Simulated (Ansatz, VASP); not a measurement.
## One calculation of Al2Cu, two programs

```
CELL_PARAMETERS angstrom
-3.01833 3.01833 2.43850
3.01833 -3.01833 2.43850
3.04867 3.04867 -2.43850
ATOMIC_POSITIONS crystal
Cu 0.25000 0.25000 0.00000
Cu 0.75000 0.75000 0.00000
Al 0.34190 0.15810 0.50000
Al 0.84190 0.34190 0.18380
Al 0.65810 0.84190 0.50000
Al 0.15810 0.65810 0.81620
```

Alike in both runs: task single point; functional PBEsol; k mesh 6 × 6 × 6; occupations fermi-dirac, width 0.05 eV; no spin polarisation.

|  | VASP | Ansatz |
| --- | --- | --- |
| version | VASP 6.6.1 | Ansatz 0.2.0 |
| potentials or method | VASP PAW PBE potentials, release 64 (Cu, Al) | Ansatz PAW |
| plane-wave cutoff (eV) | 520 | 420 |
| valence electrons in the cell | 34 | 50 |

```tsv
	VASP	Ansatz	Ansatz less VASP
gap on the k mesh at the Fermi level (eV)	none	none	-
pressure (GPa)	-3.3	-3.5	-0.20
traceless stress, the component that is largest in VASP (GPa)	1.31	1.34	+0.027
rms of the force components (eV/Å)	0.044	0.045	+0.0010
```

VASP's potentials were made for PBE, not for PBEsol. Atom by atom the forces differ by 0.001 eV/Å (rms over components). A gap of «none» marks a metal or a gap that the smearing closes. VASP's potentials hold 34 valence electrons a cell and Ansatz's 50, so a difference there can come from the potentials and not from the codes.
